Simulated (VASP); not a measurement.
Nb2P3: single point with PBE

Crystal: Nb2P3.

```xyz
5
Lattice="5.2083 0.0000 0.0000 -2.6042 4.5105 0.0000 0.0000 0.0000 4.0962" Properties=species:S:1:pos:R:3 pbc="T T T"
Nb    2.6042    1.5035    2.0481
Nb    0.0000    3.0070    2.0481
P     2.6042    0.0000    0.0000
P    -1.3021    2.2553    0.0000
P     1.3021    2.2553    0.0000
```

```json
{"Program": "VASP 6.6.1", "Task": "single point", "Functional": "PBE", "Potentials or basis": "VASP PAW PBE potentials, release 64 (Nb_sv, P)", "Cutoff": "520 eV", "k mesh": "12 × 12 × 10", "Occupations": "gaussian, width 0.1 eV", "Spin": "no spin polarisation"}
```

```yaml
Pressure: -0.3 GPa
```

Stress tensor (GPa, compression positive):
```
-0.23  0.00  0.00
 0.00 -0.23  0.00
 0.00  0.00 -0.33
```

Levels at points of the mesh, in eV from the Fermi level:
| k point | band 17 | band 18 | band 19 | band 20 | band 21 | band 22 | band 23 | band 24 |
| --- | --- | --- | --- | --- | --- | --- | --- | --- |
| (0.00, 0.00, 0.00) | -3.53 | -3.22 | -0.24 | -0.24 | -0.12 | -0.12 | 0.74 | 0.74 |
| (0.50, 0.00, 0.00) | -3.41 | -3.08 | -1.79 | -0.18 | 0.37 | 1.38 | 1.71 | 1.79 |
| (0.00, 0.00, 0.50) | -3.22 | -1.51 | -0.83 | -0.81 | -0.81 | 1.71 | 1.71 | 2.47 |
| (0.50, 0.00, 0.50) | -3.01 | -1.80 | -1.45 | -1.01 | -0.95 | -0.41 | -0.09 | 1.56 |

It took 2.7 min on 1 thread of Intel(R) Xeon(R) 6975P-C (Granite Rapids) (shared host), peak memory 0.38 GiB.
